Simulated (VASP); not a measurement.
A run of VASP 6.6.1 is set up as follows.

The input POSCAR:

```
C
1.0
    0.0000000000      2.1270000000      3.3480000000
    1.2280000000      0.0000000000      3.3480000000
    1.2280000000      2.1270000000      0.0000000000
C
2
Direct
    0.1666700000      0.8333300000      0.1666700000
    0.8333300000      0.1666700000      0.8333300000
```

File INCAR.step1:

```
ALGO = Normal
EDIFF = 1E-4
ENCUT = 520
GGA = PE
ISMEAR = 0
LASPH = T
LCHARG = F
LREAL = F
LWAVE = T
NBANDS = 11
NELM = 100
PREC = Accurate
SIGMA = 0.05
```

The input INCAR.step2:

```
ALGO = Normal
EDIFF = 1E-6
ENCUT = 520
ISIF = 2
ISMEAR = 0
ISTART = 1
LASPH = T
LCHARG = F
LMIXTAU = T
LREAL = F
LWAVE = F
METAGGA = R2SCAN
NBANDS = 11
NELM = 100
PREC = Accurate
SIGMA = 0.05
```

Contents of KPOINTS:

```
k-points
0
Gamma
  14 14 14
```

Potentials or basis: VASP PAW PBE potentials, release 64 (C).

The run is started by

```console
$ cat potpaw_PBE.64/C/POTCAR > POTCAR
$ cp INCAR.step1 INCAR
$ mpirun -np 1 vasp_std > vasp.out
$ cp INCAR.step2 INCAR
$ mpirun -np 1 vasp_std > vasp.out
```

Q: Predict the largest force.

A: 0.028 eV/Å.

Q: Predict the pressure.

A: 1.1 GPa.

Forces in eV/Å, atoms in the order of the input:
```
C    0.000  0.028  0.000
C    0.000 -0.028  0.000
```

Caveat: the PAW data sets were made with another functional, which shifts forces and pressure a little.
